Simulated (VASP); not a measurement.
# Zr6VTe2 (P-62m) in VASP: single point with PBEsol

Aim: the single point of Zr6VTe2 with PBEsol.

All numbers are computed with VASP 6.6.1; they aren't measurements. Logs are shortened: lines on timing, memory, paths and dates and some standing lists are left out, and cuts for length are marked.

## 1. The cell of the first run

Symmetry: P-62m, No. 189, hexagonal system. The conventional cell has a = 7.631 Å, b = 7.631 Å, c = 3.673 Å, α = 90.00°, β = 90.00°, γ = 120.00°. Within 3.4 Å of Zr (site symmetry m2m) lie 2 V at 2.58 Å and 2 Te at 2.98 Å and 8 Zr at 3.15 to 3.27 Å. Zr (site symmetry m2m) has 4 Te at 2.95 Å and 1 V at 3.11 Å and 12 Zr at 3.27 to 4.01 Å within 4.1 Å. Within 3.4 Å of V (site symmetry -62m) lie 9 Zr at 2.58 to 3.11 Å. Within 3.9 Å of Te (site symmetry -6) lie 9 Zr at 2.95 to 2.98 Å and 2 Te at 3.67 Å.

## 2. Single point, PBEsol, collinear spin, ferromagnetic start (Ni replaced by V, lengths x 1.012, strained)

Contents of INCAR:

```
SYSTEM = Zr6VTe2
  ALGO = Normal
  EDIFF = 1E-7
  ENCUT = 520
  GGA = PS
  ISIF = 2
  ISMEAR = 0
  ISPIN = 2
  LASPH = .TRUE.
  LCHARG = .TRUE.
  LELF = .TRUE.
  LMAXMIX = 4
  LORBIT = 11
  LREAL = .FALSE.
  LVHAR = .TRUE.
  LWAVE = .FALSE.
  MAGMOM = 0 0 0 0 0 0 2 0 0
  NBANDS = 62
  NELM = 150
  PREC = Accurate
  SIGMA = 0.1
```

Contents of KPOINTS:

```
k-points
0
G
  3 3 6
  0 0 0
```

Contents of POSCAR:

```
Zr6VTe2
1.0
    7.6314763981      0.0000000000      0.0000000000
   -3.8157381990      6.6090524292      0.0000000000
    0.0000000000      0.0000000000      3.6725797736
Zr V Te
6 1 2
Direct
    0.2379872200      0.0000000000      0.0000000000
    0.0000000000      0.2379872200      0.0000000000
    0.7620127800      0.7620127800      0.0000000000
    0.5923560400      0.0000000000      0.5000000000
    0.0000000000      0.5923560400      0.5000000000
    0.4076439600      0.4076439600      0.5000000000
    0.0000000000      0.0000000000      0.5000000000
    0.3333333333      0.6666666667      0.0000000000
    0.6666666667      0.3333333333      0.0000000000
```

Potentials or basis: VASP PAW PBE potentials, release 64 (Zr_sv, V_sv, Te).

Command:

```
$ cat potpaw_PBE.64/Zr_sv/POTCAR potpaw_PBE.64/V_sv/POTCAR potpaw_PBE.64/Te/POTCAR > POTCAR
$ mpirun -np 1 vasp_std > vasp.out
```

OUTCAR:

```text
SYSTEM = Zr6VTe2
   EDIFF = 1E-7
   ENCUT = 520
   GGA = PS
   ISIF = 2
   ISMEAR = 0
   ISPIN = 2
   LASPH = .TRUE.
   LORBIT = 11
   LREAL = .FALSE.
   NELM = 150
   PREC = Accurate

 ion  position               nearest neighbor table
   1  0.238  0.000  0.000-   7 2.58   7 2.58   8 2.98   9 2.98   2 3.15   3 3.15   4 3.27   4 3.27
                             6 3.27   6 3.27   5 3.27   5 3.27
   2  0.000  0.238  0.000-   7 2.58   7 2.58   9 2.98   8 2.98   1 3.15   3 3.15   5 3.27   5 3.27
                             6 3.27   6 3.27   4 3.27   4 3.27
   3  0.762  0.762  0.000-   7 2.58   7 2.58   8 2.98   9 2.98   1 3.15   2 3.15   6 3.27   6 3.27
                             5 3.27   5 3.27   4 3.27   4 3.27
   4  0.592  0.000  0.500-   9 2.95   9 2.95   8 2.95   8 2.95   7 3.11   1 3.27   1 3.27   3 3.27
                             3 3.27   2 3.27   2 3.27
   5  0.000  0.592  0.500-   8 2.95   8 2.95   9 2.95   9 2.95   7 3.11   2 3.27   2 3.27   3 3.27
                             3 3.27   1 3.27   1 3.27
   6  0.408  0.408  0.500-   9 2.95   9 2.95   8 2.95   8 2.95   7 3.11   3 3.27   3 3.27   2 3.27
                             2 3.27   1 3.27   1 3.27
   7  0.000  0.000  0.500-   1 2.58   1 2.58   2 2.58   2 2.58   3 2.58   3 2.58   4 3.11   5 3.11
                             6 3.11
   8  0.333  0.667  0.000-   5 2.95   5 2.95   4 2.95   4 2.95   6 2.95   6 2.95   1 2.98   2 2.98
                             3 2.98
   9  0.667  0.333  0.000-   4 2.95   4 2.95   5 2.95   5 2.95   6 2.95   6 2.95   2 2.98   1 2.98
                             3 2.98

  LATTYP: Found a hexagonal cell.
 ALAT       =     7.6314763981
 C/A-ratio  =     0.4812410577

  Lattice vectors:

 A1 = (   7.6314763981,   0.0000000000,   0.0000000000)
 A2 = (  -3.8157381990,   6.6090524292,   0.0000000000)
 A3 = (   0.0000000000,   0.0000000000,   3.6725797736)

Analysis of symmetry for initial positions (statically):
=====================================================================
 Subroutine PRICEL returns:
 Original cell was already a primitive cell.

 Routine SETGRP: Setting up the symmetry group for a
 hexagonal supercell.

 Subroutine GETGRP returns: Found 12 space group operations
 (whereof 12 operations were pure point group operations)
 out of a pool of 24 trial point group operations.

The static configuration has the point symmetry D_3h.

Analysis of symmetry for dynamics (positions and initial velocities):
=====================================================================
 Subroutine PRICEL returns:
 Original cell was already a primitive cell.

 Routine SETGRP: Setting up the symmetry group for a
 hexagonal supercell.

 Subroutine GETGRP returns: Found 12 space group operations
 (whereof 12 operations were pure point group operations)
 out of a pool of 24 trial point group operations.

The dynamic configuration has the point symmetry D_3h.

Analysis of structural, dynamic, and magnetic symmetry:
=====================================================================
 Subroutine PRICEL returns:
 Original cell was already a primitive cell.

 Routine SETGRP: Setting up the symmetry group for a
 hexagonal supercell.

 Subroutine GETGRP returns: Found 12 space group operations
 (whereof 12 operations were pure point group operations)
 out of a pool of 24 trial point group operations.

The overall configuration has the point symmetry D_3h.

 Subroutine INISYM returns: Found 12 space group operations
 (whereof 12 operations are pure point group operations),
 and found     1 'primitive' translations

----------------------------------------------------------------------------------------

                                     Primitive cell

  volume of cell :     185.2333

  direct lattice vectors                    reciprocal lattice vectors
     7.631476398  0.000000000  0.000000000     0.131036244  0.075653810  0.000000000
    -3.815738199  6.609052429  0.000000000     0.000000000  0.151307621  0.000000000
     0.000000000  0.000000000  3.672579774     0.000000000  0.000000000  0.272288163

  length of vectors
     7.631476398  7.631476398  3.672579774     0.151307621  0.151307621  0.272288163

  position of ions in fractional coordinates (direct lattice)
     0.237987220  0.000000000  0.000000000
     0.000000000  0.237987220  0.000000000
     0.762012780  0.762012780  0.000000000
     0.592356040  0.000000000  0.500000000
     0.000000000  0.592356040  0.500000000
[... 70 lines left out ...]
   LNONCOLLINEAR =      F non collinear calculations
   LSORBIT =      F    spin-orbit coupling
   LASPH  =      T    aspherical Exc in radial PAW
   ENCUT  =  520.0 eV  38.22 Ry    6.18 a.u.  14.19 14.19  6.83*2*pi/ulx,y,z
   NELM   =    150;   NELMIN=  2; NELMDL= -5     # of ELM steps
   EDIFF  = 0.1E-06   stopping-criterion for ELM
   LREAL  =      F    real-space projection
   EDIFFG = 0.1E-05   stopping-criterion for IOM
   NSW    =      0    number of steps for IOM
   IBRION =     -1    ionic relax: 0-MD 1-quasi-New 2-CG
   NFREE  =      0    steps in history (QN), initial steepest desc. (CG)
   ISIF   =      2    stress and relaxation
   ISYM   =      2    0-nonsym 1-usesym 2-fastsym
   POTIM  = 0.5000    time-step for ionic-motion
   TEBEG  =    0.0;   TEEND  =   0.0 temperature during run
   PSTRESS=    0.0 pullay stress
   NELECT =      97.0000    total number of electrons
   NUPDOWN=      -1.0000    fix difference up-down
   EMIN   =  10.00;   EMAX   =-10.00  energy-range for DOS
   EFERMI =   0.00;   METHOD = LEGACY
   ISMEAR =     0;   SIGMA  =   0.10  broadening in eV -4-tet -1-fermi 0-gaus
   EFERMI_NEDOS =   21; number of points for ismear=-14 and -15
   IALGO  =     38    algorithm
   IMIX   =      4    mixing-type and parameters
     AMIX     =   0.40;   BMIX     =  1.00
     AMIX_MAG =   1.60;   BMIX_MAG =  1.00
  volume/ion in A,a.u.               =      20.58       138.89
  Fermi-wavevector in a.u.,A,eV,Ry     =   1.319550  2.493587 23.690618  1.741211
  Thomas-Fermi vector in A             =   2.449440
   LORBIT       =     11    0 simple, 1 ext, 2 COOP (PROOUT), +10 PAW based schemes
   GGA     = PS    functional components
   LHFCALC =     F    Hartree Fock is set to
   AEXX    =    0.0000 exact exchange contribution
   IVDW    =     0    specifies the selected vdW correction
   LEPSILON=     F    determine dielectric tensor
   LRPA    =     F    only Hartree local field effects (RPA)
 spin polarized calculation
 Gauss-broadening in eV      SIGMA  =   0.10
  energy-cutoff  :      520.00
  volume of cell :      185.23
 maximum number of plane-waves:      5018
 NGX is ok and might be reduce to    60
   NGX = 29   NGY = 29   NGZ = 13

 number of electron      97.0000006 magnetization       0.0004728

 number of electron      97.0000006 magnetization      -0.0000835

 Free energy of the ion-electron system (eV)
  ---------------------------------------------------
  ext. energy  EPLUGINS =         0.00000000
  ---------------------------------------------------
  free energy    TOTEN  =       -75.53167291 eV

  energy without entropy =      -75.49514896  energy(sigma->0) =      -75.51341093

 E-fermi :  10.4830     XC(G=0): -11.6308

 val. band max:       10.4526896919   @ k =   0.3333   0.0000   0.1667
 cond. band min:      10.5050925869   @ k =   0.3333   0.0000   0.0000
 fundamental gap:      0.0524028950
 Fermi energy:        10.4829939337

 spin component 1

 k-point     1 :       0.0000    0.0000    0.0000
  band No.  band energies     occupation
      1     -52.8378      1.00000
      2     -38.4927      1.00000
      3     -38.4837      1.00000
      4     -38.4837      1.00000
      5     -37.7823      1.00000
      6     -37.7472      1.00000
[... 745 lines left out ...]
     59      13.2144      0.00000
     60      13.2144      0.00000
 Fermi energy:        10.4829939337

 spin component 2

 k-point     1 :       0.0000    0.0000    0.0000
  band No.  band energies     occupation
      1     -52.8374      1.00000
      2     -38.4927      1.00000
      3     -38.4837      1.00000
      4     -38.4837      1.00000
      5     -37.7823      1.00000
      6     -37.7473      1.00000
[... 745 lines left out ...]
     59      13.2143      0.00000
     60      13.2143      0.00000
 [bands above 60 left out]

------------------------ aborting loop because EDIFF is reached ----------------------------------------

  FORCE on cell =-STRESS in cart. coord.  units (eV):
  Direction    XX          YY          ZZ          XY          YZ          ZX
  --------------------------------------------------------------------------------------
  -------------------------------------------------------------------------------------
  Total        3.7488644      3.7488644      1.9457992      0.0000000      0.0000000      0.0000000
  in kB       32.4258461     32.4258461     16.8302129      0.0000000      0.0000000      0.0000000
  external PRESSURE =      27.2273017 kB  Pullay stress =       0.0000000 kB

 VOLUME and BASIS-vectors are now :
 -----------------------------------------------------------------------------
  energy-cutoff  :      520.00
  volume of cell :      185.23
      direct lattice vectors                 reciprocal lattice vectors
     7.631476398  0.000000000  0.000000000     0.131036244  0.075653810  0.000000000
    -3.815738199  6.609052429  0.000000000     0.000000000  0.151307621  0.000000000
     0.000000000  0.000000000  3.672579774     0.000000000  0.000000000  0.272288163

 POSITION                                       TOTAL-FORCE (eV/Angst)
 -----------------------------------------------------------------------------------
      1.81619      0.00000      0.00000         0.736658      0.000000      0.000000
     -0.90810      1.57287      0.00000        -0.368329      0.637964     -0.000000
      2.90764      5.03618      0.00000        -0.368329     -0.637964      0.000000
      4.52055      0.00000      1.83629         0.021951      0.000000      0.000000
     -2.26028      3.91491      1.83629        -0.010975      0.019010      0.000000
      1.55546      2.69414      1.83629        -0.010975     -0.019010     -0.000000
      0.00000      0.00000      1.83629        -0.000000      0.000000     -0.000000
     -0.00000      4.40603      0.00000        -0.000000      0.000000     -0.000000
      3.81574      2.20302      0.00000        -0.000000      0.000000     -0.000000
 -----------------------------------------------------------------------------------
    total drift:                               -0.000000     -0.000000      0.000000

  FREE ENERGIE OF THE ION-ELECTRON SYSTEM (eV)
  ---------------------------------------------------
  free  energy   TOTEN  =       -75.5316729067 eV

  energy  without entropy=      -75.4951489601  energy(sigma->0) =      -75.51341093

 total charge

# of ion       s       p       d       tot
------------------------------------------
    1        2.218   5.972   1.786   9.975
    2        2.218   5.972   1.786   9.975
    3        2.218   5.972   1.786   9.975
    4        2.169   5.961   1.686   9.817
    5        2.169   5.961   1.686   9.817
    6        2.169   5.961   1.686   9.817
    7        2.404   6.163   3.295  11.863
    8        1.324   2.097   0.120   3.540
    9        1.324   2.097   0.120   3.540
--------------------------------------------------
tot         18.213  46.154  13.953  78.320

 magnetization (x)

# of ion       s       p       d       tot
------------------------------------------
    1       -0.000  -0.000  -0.000  -0.000
    2       -0.000  -0.000  -0.000  -0.000
    3       -0.000  -0.000  -0.000  -0.000
    4       -0.000  -0.000  -0.000  -0.000
    5       -0.000  -0.000  -0.000  -0.000
    6       -0.000  -0.000  -0.000  -0.000
    7        0.000   0.000   0.000   0.000
    8        0.000   0.000  -0.000   0.000
    9        0.000   0.000  -0.000   0.000
--------------------------------------------------
tot          0.000   0.000   0.000   0.000
```

It took 6.1 min on 1 thread of AMD EPYC 7R13, shared host; peak memory 0.47 GiB.

Results:

- Free energy: -75.5317 eV
- Pressure: 2.7 GPa
- Largest force: 0.737 eV/Å
- Net moment: 0.00 μB per cell
- Valence electrons inside the program's atomic spheres: Zr 9.97, 9.82 (each value once); V 11.86; Te 3.54

Forces in eV/Å, atoms in the order of the input:
```
Zr   0.737  0.000  0.000
Zr  -0.368  0.638  0.000
Zr  -0.368 -0.638  0.000
Zr   0.022  0.000  0.000
Zr  -0.011  0.019  0.000
Zr  -0.011 -0.019  0.000
V    0.000  0.000  0.000
Te   0.000  0.000  0.000
Te   0.000  0.000  0.000
```

Levels at points of the mesh, in eV from the Fermi level:
Spin up:
| k point | band 45 | band 46 | band 47 | band 48 | band 49 | band 50 | band 51 | band 52 |
| --- | --- | --- | --- | --- | --- | --- | --- | --- |
| (0.00, 0.00, 0.00) | -1.08 | -0.37 | -0.37 | 0.13 | 0.13 | 0.72 | 0.73 | 0.91 |
| (0.00, 0.00, 0.50) | -0.94 | -0.80 | -0.04 | -0.04 | 0.06 | 0.06 | 0.20 | 0.51 |
Spin down:
| k point | band 45 | band 46 | band 47 | band 48 | band 49 | band 50 | band 51 | band 52 |
| --- | --- | --- | --- | --- | --- | --- | --- | --- |
| (0.00, 0.00, 0.00) | -1.08 | -0.37 | -0.37 | 0.13 | 0.13 | 0.72 | 0.73 | 0.91 |
| (0.00, 0.00, 0.50) | -0.94 | -0.80 | -0.04 | -0.04 | 0.06 | 0.06 | 0.20 | 0.51 |

Caveat: the cell differs from its parent crystal (Ni replaced by V, lengths x 1.012, strained); the PAW data sets were made with another functional, which shifts forces and pressure a little; spin-orbit coupling is left out, which moves the levels of the heavy elements.
